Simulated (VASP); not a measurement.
# C (Pm-3m) in VASP: further runs

The runs below take C through single point, with PBE.

All numbers are computed with VASP 6.6.1; they aren't measurements. Logs are shortened: lines on timing, memory, paths and dates and some standing lists are left out, and cuts for length are marked.

## (1) The cell of the first run

Symmetry: Pm-3m, No. 221, cubic system. The conventional cell has a = 1.800 Å, b = 1.800 Å, c = 1.800 Å, α = 90.00°, β = 90.00°, γ = 90.00°. C (site symmetry m-3m) has 6 C at 1.80 Å within 2.4 Å.

## (2) Single point, PBE

Contents of INCAR:

```
PREC     = Accurate       # precision mode
ENCUT    = 520            # plane-wave cutoff, eV
EDIFF    = 1E-6           # SCF threshold, eV
ISMEAR   = -1             # smearing method
SIGMA    = 0.06122561905347299 # smearing width, eV
LREAL    = False          # projectors in reciprocal space
LASPH    = True           # aspherical terms in the spheres
NELM     = 100            # most SCF steps
ALGO     = Normal         # electronic algorithm
ISIF     = 2              # what is computed and relaxed
LWAVE    = False          # write WAVECAR
LCHARG   = False          # write CHGCAR
GGA      = PE             # functional
NBANDS   = 8              # bands
```

Contents of KPOINTS:

```
regular mesh
0
Gamma
  61 61 61
```

Contents of POSCAR:

```
C
1.0
    1.7999441135      0.0000000000      0.0000000000
    0.0000000000      1.7999441135      0.0000000000
    0.0000000000      0.0000000000      1.7999441135
C
1
Direct
    0.0000000000      0.0000000000      0.0000000000
```

Potentials or basis: VASP PAW PBE potentials, release 64 (C).

Started as:

```sh
cat potpaw_PBE.64/C/POTCAR > POTCAR
mpirun -np 1 vasp_std > vasp.out
```

OUTCAR:

```text
PREC = Accurate
   ENCUT = 520
   EDIFF = 1E-6
   ISMEAR = -1
   LREAL = False
   LASPH = True
   NELM = 100
   ISIF = 2
   GGA = PE

 ion  position               nearest neighbor table
   1  0.000  0.000  0.000-

  LATTYP: Found a simple cubic cell.
 ALAT       =     1.7999441135

  Lattice vectors:

 A1 = (   1.7999441135,   0.0000000000,   0.0000000000)
 A2 = (   0.0000000000,   1.7999441135,   0.0000000000)
 A3 = (   0.0000000000,   0.0000000000,   1.7999441135)

Analysis of symmetry for initial positions (statically):
=====================================================================
 Subroutine PRICEL returns:
 Original cell was already a primitive cell.

 Routine SETGRP: Setting up the symmetry group for a
 simple cubic supercell.

 Subroutine GETGRP returns: Found 48 space group operations
 (whereof 48 operations were pure point group operations)
 out of a pool of 48 trial point group operations.

The static configuration has the point symmetry O_h .

Analysis of symmetry for dynamics (positions and initial velocities):
=====================================================================
 Subroutine PRICEL returns:
 Original cell was already a primitive cell.

 Routine SETGRP: Setting up the symmetry group for a
 simple cubic supercell.

 Subroutine GETGRP returns: Found 48 space group operations
 (whereof 48 operations were pure point group operations)
 out of a pool of 48 trial point group operations.

The dynamic configuration has the point symmetry O_h .

 Subroutine INISYM returns: Found 48 space group operations
 (whereof 48 operations are pure point group operations),
 and found     1 'primitive' translations

----------------------------------------------------------------------------------------

                                     Primitive cell

  volume of cell :       5.8315

  direct lattice vectors                    reciprocal lattice vectors
     1.799944114  0.000000000  0.000000000     0.555572805  0.000000000  0.000000000
     0.000000000  1.799944114  0.000000000     0.000000000  0.555572805  0.000000000
     0.000000000  0.000000000  1.799944114     0.000000000  0.000000000  0.555572805

  length of vectors
     1.799944114  1.799944114  1.799944114     0.555572805  0.555572805  0.555572805

  position of ions in fractional coordinates (direct lattice)
     0.000000000  0.000000000  0.000000000

  ion indices of the primitive-cell ions
   primitive index   ion index
                 1           1

----------------------------------------------------------------------------------------

 KPOINTS: regular mesh

Automatic generation of k-mesh.
 Grid dimensions read from file:
 generate k-points for:   61   61   61

 Generating k-lattice:

  Cartesian coordinates                     Fractional coordinates (reciprocal lattice)
     0.009107751  0.000000000  0.000000000     0.016393443  0.000000000  0.000000000
     0.000000000  0.009107751  0.000000000     0.000000000  0.016393443  0.000000000
     0.000000000  0.000000000  0.009107751     0.000000000  0.000000000  0.016393443

  Length of vectors
     0.009107751  0.009107751  0.009107751

  Shift w.r.t. Gamma in fractional coordinates (k-lattice)
     0.000000000  0.000000000  0.000000000

 Subroutine IBZKPT returns following result:
 ===========================================

 Found   5456 irreducible k-points:

 Following reciprocal coordinates:
            Coordinates               Weight
  0.000000  0.000000  0.000000      1.000000
  0.016393  0.000000  0.000000      6.000000
  0.032787  0.000000  0.000000      6.000000
  0.049180  0.000000  0.000000      6.000000
  0.065574  0.000000  0.000000      6.000000
  0.081967  0.000000  0.000000      6.000000
[... 16 lines left out ...]
  0.360656  0.000000  0.000000      6.000000
  0.377049  0.000000  0.000000      6.000000
 [... further k-points ...]
   k-points           NKPTS =   5456   k-points in BZ     NKDIM =   5456   number of bands    NBANDS=      8
   number of dos      NEDOS =    301   number of ions     NIONS =      1
   total plane-waves  NPLWV =   2744
   dimension x,y,z NGX =    14 NGY =   14 NGZ =   14
   dimension x,y,z NGXF=    28 NGYF=   28 NGZF=   28
   ions per type =               1
   NGX,Y,Z   is equivalent  to a cutoff of  12.93, 12.93, 12.93 a.u.
   NGXF,Y,Z  is equivalent  to a cutoff of  25.86, 25.86, 25.86 a.u.
 SYSTEM =  unknown system
   PREC   = accura    normal or accurate (medium, high low for compatibility)
   ISTART =      0    job   : 0-new  1-cont  2-samecut
   ICHARG =      2    charge: 1-file 2-atom 10-const
   ISPIN  =      1    spin polarized calculation?
   LNONCOLLINEAR =      F non collinear calculations
   LSORBIT =      F    spin-orbit coupling
   LASPH  =      T    aspherical Exc in radial PAW
   ENCUT  =  520.0 eV  38.22 Ry    6.18 a.u.   3.35  3.35  3.35*2*pi/ulx,y,z
   NELM   =    100;   NELMIN=  2; NELMDL= -5     # of ELM steps
   EDIFF  = 0.1E-05   stopping-criterion for ELM
   LREAL  =      F    real-space projection
   EDIFFG = 0.1E-04   stopping-criterion for IOM
   NSW    =      0    number of steps for IOM
   IBRION =     -1    ionic relax: 0-MD 1-quasi-New 2-CG
   NFREE  =      0    steps in history (QN), initial steepest desc. (CG)
   ISIF   =      2    stress and relaxation
   ISYM   =      2    0-nonsym 1-usesym 2-fastsym
   POTIM  = 0.5000    time-step for ionic-motion
   TEBEG  =    0.0;   TEEND  =   0.0 temperature during run
   PSTRESS=    0.0 pullay stress
   NELECT =       4.0000    total number of electrons
   NUPDOWN=      -1.0000    fix difference up-down
   EMIN   =  10.00;   EMAX   =-10.00  energy-range for DOS
   EFERMI =   0.00;   METHOD = LEGACY
   ISMEAR =    -1;   SIGMA  =   0.06  broadening in eV -4-tet -1-fermi 0-gaus
   EFERMI_NEDOS =   21; number of points for ismear=-14 and -15
   IALGO  =     38    algorithm
   IMIX   =      4    mixing-type and parameters
     AMIX     =   0.40;   BMIX     =  1.00
     AMIX_MAG =   1.60;   BMIX_MAG =  1.00
  volume/ion in A,a.u.               =       5.83        39.35
  Fermi-wavevector in a.u.,A,eV,Ry     =   1.443785  2.728358 28.361543  2.084515
  Thomas-Fermi vector in A             =   2.562153
   LORBIT       =      0    0 simple, 1 ext, 2 COOP (PROOUT), +10 PAW based schemes
   GGA     = PE    functional components
   LHFCALC =     F    Hartree Fock is set to
   AEXX    =    0.0000 exact exchange contribution
   IVDW    =     0    specifies the selected vdW correction
   LEPSILON=     F    determine dielectric tensor
   LRPA    =     F    only Hartree local field effects (RPA)
 non-spin polarized calculation
  energy-cutoff  :      520.00
  volume of cell :        5.83
 maximum number of plane-waves:       171
 NGX is ok and might be reduce to    14
   NGX =  7   NGY =  7   NGZ =  7

 number of electron       4.0000000 magnetization

 Free energy of the ion-electron system (eV)
  ---------------------------------------------------
  ext. energy  EPLUGINS =         0.00000000
  ---------------------------------------------------
  free energy    TOTEN  =        -6.46120893 eV

  energy without entropy =       -6.45782528  energy(sigma->0) =       -6.45951711

 E-fermi :  10.1371     XC(G=0): -13.6042

 val. band max:       10.1364679433   @ k =   0.4098   0.3770   0.0492
 cond. band min:      10.1382434879   @ k =   0.4426   0.3934   0.3607
 fundamental gap:      0.0017755446
 Fermi energy:        10.1371412244

 k-point     1 :       0.0000    0.0000    0.0000
  band No.  band energies     occupation
      1     -11.2870      2.00000
      2      19.1493      0.00000
      3      19.1493      0.00000
      4      19.1493      0.00000
      5      35.2345      0.00000
      6      35.2345      0.00000
      7      40.1710      0.00000
      8      64.6175      0.00000

 k-point     2 :       0.0164    0.0000    0.0000
  band No.  band energies     occupation
      1     -11.2768      2.00000
      2      19.0711      0.00000
      3      19.1561      0.00000
      4      19.1561      0.00000
      5      35.2459      0.00000
      6      35.3189      0.00000
      7      40.1711      0.00000
      8      64.5612      0.00000

 k-point     3 :       0.0328    0.0000    0.0000
  band No.  band energies     occupation
      1     -11.2460      2.00000
      2      18.8418      0.00000
      3      19.1764      0.00000
      4      19.1764      0.00000
      5      35.2804      0.00000
      6      35.5665      0.00000
      7      40.1719      0.00000
      8      64.3607      0.00000

 k-point     4 :       0.0492    0.0000    0.0000
  band No.  band energies     occupation
      1     -11.1947      2.00000
      2      18.4765      0.00000
      3      19.2101      0.00000
      4      19.2101      0.00000
      5      35.3378      0.00000
      6      35.9616      0.00000
      7      40.1748      0.00000
      8      64.0482      0.00000

 k-point     5 :       0.0656    0.0000    0.0000
  band No.  band energies     occupation
      1     -11.1230      2.00000
      2      17.9923      0.00000
      3      19.2570      0.00000
      4      19.2570      0.00000
      5      35.4180      0.00000
      6      36.4798      0.00000
      7      40.1825      0.00000
      8      63.6212      0.00000
[... 177 lines left out ...]
 k-point    22 :       0.3443    0.0000    0.0000
  band No.  band energies     occupation
      1      -6.7968      2.00000
      2       4.7051      2.00000
      3      21.4616      0.00000
      4      21.4616      0.00000
      5      39.2650      0.00000
      6      39.9879      0.00000
      7      49.3153      0.00000
      8      51.5756      0.00000

 k-point    23 :       0.3607    0.0000    0.0000
  band No.  band energies     occupation
      1      -6.3628      2.00000
      2       3.9477      2.00000
      3      21.6071      0.00000
      4      21.6071      0.00000
      5      39.2255      0.00000
      6      40.3935      0.00000
      7      49.6759      0.00000
      8      51.0544      0.00000

 k-point    24 :       0.3770    0.0000    0.0000
  band No.  band energies     occupation
      1      -5.9097      2.00000
      2       3.2058      2.00000
      3      21.7434      0.00000
      4      21.7434      0.00000
      5      39.1876      0.00000
      6      40.7984      0.00000
      7      49.9790      0.00000
      8      50.5821      0.00000

 [... further k-points ...]
[... 5 lines left out ...]
  --------------------------------------------------------------------------------------
  -------------------------------------------------------------------------------------
  Total       -0.4664767     -0.4664767     -0.4664767      0.0000000      0.0000000     -0.0000000
  in kB     -128.1632297   -128.1632297   -128.1632297      0.0000000      0.0000000     -0.0000000
  external PRESSURE =    -128.1632297 kB  Pullay stress =       0.0000000 kB

 VOLUME and BASIS-vectors are now :
 -----------------------------------------------------------------------------
  energy-cutoff  :      520.00
  volume of cell :        5.83
      direct lattice vectors                 reciprocal lattice vectors
     1.799944114  0.000000000  0.000000000     0.555572805  0.000000000  0.000000000
     0.000000000  1.799944114  0.000000000     0.000000000  0.555572805  0.000000000
     0.000000000  0.000000000  1.799944114     0.000000000  0.000000000  0.555572805

 POSITION                                       TOTAL-FORCE (eV/Angst)
 -----------------------------------------------------------------------------------
      0.00000      0.00000      0.00000         0.000000      0.000000      0.000000
 -----------------------------------------------------------------------------------
    total drift:                               -0.000000     -0.000000     -0.000000

  FREE ENERGIE OF THE ION-ELECTRON SYSTEM (eV)
  ---------------------------------------------------
  free  energy   TOTEN  =        -6.4612089262 eV

  energy  without entropy=       -6.4578252842  energy(sigma->0) =       -6.45951711
```

Run time: 81 s. Hardware: 1 thread of Intel Xeon Platinum 8259CL at 2.50GHz (Skylake/Cascade Lake), shared host; peak memory 0.31 GiB.

Results:

* Free energy: -6.4612 eV
* Pressure: -12.8 GPa
* Band gap on the k mesh: zero (bands 2 and 3 overlap by 11.96 eV)

Levels at points of the mesh, in eV from the Fermi level:
```tsv
k point	band 1	band 2	band 3	band 4	band 5	band 6	band 7
(0.00, 0.00, 0.00)	-21.42	9.01	9.01	9.01	25.10	25.10	30.03
```

Caveat: the cell stands under tension.

## (3) Single point, PBE

This run uses another cell than the first one, of 5.94 Å³/atom.

Contents of INCAR:

```
SYSTEM = C
  PREC = Accurate
  ENCUT = 520
  EDIFF = 1E-7
  ISMEAR = -1
  SIGMA = 0.06122561905347299
  LREAL = .FALSE.
  LASPH = .TRUE.
  NELM = 80
  ALGO = Normal
  ISIF = 2
  LWAVE = .FALSE.
  LCHARG = .FALSE.
  GGA = PE
  NBANDS = 8
```

Contents of KPOINTS:

```
Automatic mesh
0
G
  61 61 61
  0 0 0
```

Contents of POSCAR:

```
C
1.0
    1.8114090348      0.0000000000      0.0000000000
    0.0000000000      1.8114090348      0.0000000000
    0.0000000000      0.0000000000      1.8114090348
C
1
Direct
    0.0000000000      0.0000000000      0.0000000000
```

Potentials or basis: VASP PAW PBE potentials, release 64 (C).

Started as:

```sh
cat potpaw_PBE.64/C/POTCAR > POTCAR
mpirun -np 1 vasp_std > vasp.out
```

It took 87 s on 1 thread of Intel Xeon Platinum 8259CL at 2.50GHz (Skylake/Cascade Lake), shared host; peak memory 0.31 GiB.

Results (log left out):

```yaml
Free_energy: -6.4506 eV
Pressure: -17.7 GPa
Band_gap_on_the_k_mesh: zero (bands 2 and 3 overlap by 11.91 eV)
```

Levels at points of the mesh, in eV from the Fermi level:
```tsv
k point	band 1	band 2	band 3	band 4	band 5	band 6	band 7
(0.00, 0.00, 0.00)	-21.13	8.88	8.88	8.88	24.93	24.93	29.59
```

Caveat: the cell stands under tension.
